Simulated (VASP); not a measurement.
Write the native input for VASP 6.6.1 that does the following.

```yaml
Task: single point
Functional: r2SCAN
Potentials_or_basis: VASP PAW PBE potentials, release 64 (Hg, S)
Cutoff: 520 eV
k_mesh: 12 × 12 × 12
Occupations: gaussian, width 0.1 eV
Spin: no spin polarisation
Dipole_correction: no
Further_INCAR_settings: ALGO = Normal; EDIFF = 1e-06; NBANDS = 22
```

Hg2S:

```
Hg S
1.0
     4.69505    0.00000    0.00000
    -2.34753    4.06603    0.00000
     0.00000    0.00000    3.74305
Hg S
2 1
Direct
  0.33333 0.66667 0.50000
  0.66667 0.33333 0.50000
  0.00000 0.00000 0.00000
```

One way to write it, as run:

POSCAR

```
Hg2S
1.0
    4.6950501164      0.0000000000      0.0000000000
   -2.3475250582      4.0660326728      0.0000000000
    0.0000000000      0.0000000000      3.7430479370
Hg S
2 1
Direct
    0.3333333333      0.6666666667      0.5000000000
    0.6666666667      0.3333333333      0.5000000000
    0.0000000000      0.0000000000      0.0000000000
```

INCAR.step1

```
SYSTEM = Hg2S
PREC = Accurate ; ENCUT = 520
ISMEAR = 0 ; SIGMA = 0.1
LREAL = .FALSE. ; LASPH = .TRUE.
NELM = 60 ; NBANDS = 22
GGA = PE ; ALGO = Normal
EDIFF = 1E-4 ; LWAVE = .TRUE.
LCHARG = .FALSE.
```

INCAR.step2

```
SYSTEM = Hg2S
PREC = Accurate ; ENCUT = 520
EDIFF = 1E-6 ; ISMEAR = 0
SIGMA = 0.1 ; LREAL = .FALSE.
LASPH = .TRUE. ; NELM = 60
ALGO = Normal ; ISIF = 2
LWAVE = .FALSE. ; LCHARG = .FALSE.
METAGGA = R2SCAN ; LMIXTAU = .TRUE.
NBANDS = 22 ; ISTART = 1
```

KPOINTS

```
Automatic mesh
0
G
  12 12 12
  0 0 0
```

Potentials or basis: VASP PAW PBE potentials, release 64 (Hg, S).

The run is started by

```console
$ cat potpaw_PBE.64/Hg/POTCAR potpaw_PBE.64/S/POTCAR > POTCAR
$ cp INCAR.step1 INCAR
$ mpirun -np 1 vasp_std > vasp.out
$ cp INCAR.step2 INCAR
$ mpirun -np 1 vasp_std > vasp.out
```

Results of the run:

* Pressure: 0.6 GPa
* Band gap on the k mesh: zero (bands 15 and 16 overlap by 2.82 eV)

Caveat: the PAW data sets were made with another functional, which shifts forces and pressure a little; spin-orbit coupling is left out, which moves the levels of the heavy elements.

Run time: 3.6 min on 1 thread of Intel(R) Xeon(R) 6975P-C (Granite Rapids), with other jobs on the host, peak memory 0.32 GiB.
